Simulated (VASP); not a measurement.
ZnS: single point with PBE

Crystal: ZnS.

```xyz
6
Lattice="2.7046 -2.7046 0.0000 2.7046 0.0000 -2.7046 6.7616 4.0570 5.4093" Properties=species:S:1:pos:R:3 pbc="T T T"
Zn    4.2825   -1.1268   -1.1268
Zn    4.2825    4.2825    4.2825
Zn    4.2825    1.5779    1.5779
S     8.3395    2.9302    2.9302
S     8.3395    0.2256    0.2256
S     2.9302    0.2256    0.2256
```

This cell differs from its parent crystal: the part above a cut slid along it.

| Quantity | Value |
| --- | --- |
| Program | VASP 6.6.1 |
| Task | single point |
| Functional | PBE |
| Potentials or basis | VASP PAW PBE potentials, release 64 (Zn, S) |
| Cutoff | 520 eV |
| k mesh | 8 × 8 × 3 |
| Occupations | gaussian, width 0.05 eV |
| Spin | no spin polarisation |
| Dipole correction | no |
| Further INCAR settings | ALGO = Normal; EDIFF = 1e-06; NBANDS = 36; ISYM = 0 |

```
Pressure               : 0.8 GPa
Largest force          : 0.276 eV/Å
Band gap on the k mesh : 1.34 eV
```

Forces on the atoms (eV/Å):
```
Zn  -0.019 -0.019 -0.103
Zn   0.042  0.041 -0.147
Zn   0.118  0.118  0.177
S    0.184  0.184  0.072
S   -0.149 -0.149 -0.125
S   -0.174 -0.174  0.125
```

Stress tensor (GPa, compression positive):
```
-0.27  0.87  0.76
 0.87 -0.27  0.76
 0.76  0.76  2.86
```

Levels at points of the mesh, in eV from the valence-band top:
| k point | band 24 | band 25 | band 26 | band 27 | band 28 | band 29 | band 30 | band 31 |
| --- | --- | --- | --- | --- | --- | --- | --- | --- |
| (0.00, 0.00, 0.00) | -0.62 | -0.33 | -0.23 | 0.00 | 1.34 | 2.99 | 3.31 | 5.99 |
| (0.50, 0.00, 0.00) | -1.92 | -1.75 | -1.28 | -1.06 | 1.85 | 3.52 | 3.82 | 4.52 |
| (0.00, 0.50, 0.00) | -2.13 | -2.03 | -1.41 | -1.10 | 2.25 | 3.24 | 4.01 | 4.16 |
| (0.50, 0.50, 0.00) | -2.39 | -1.85 | -1.27 | -0.67 | 2.50 | 3.29 | 3.79 | 4.25 |

It took 6.2 min on 1 thread of Intel Xeon 8259CL (shared host), peak memory 0.45 GiB.

Caveat: the cell differs from its parent crystal (the part above a cut slid along it).
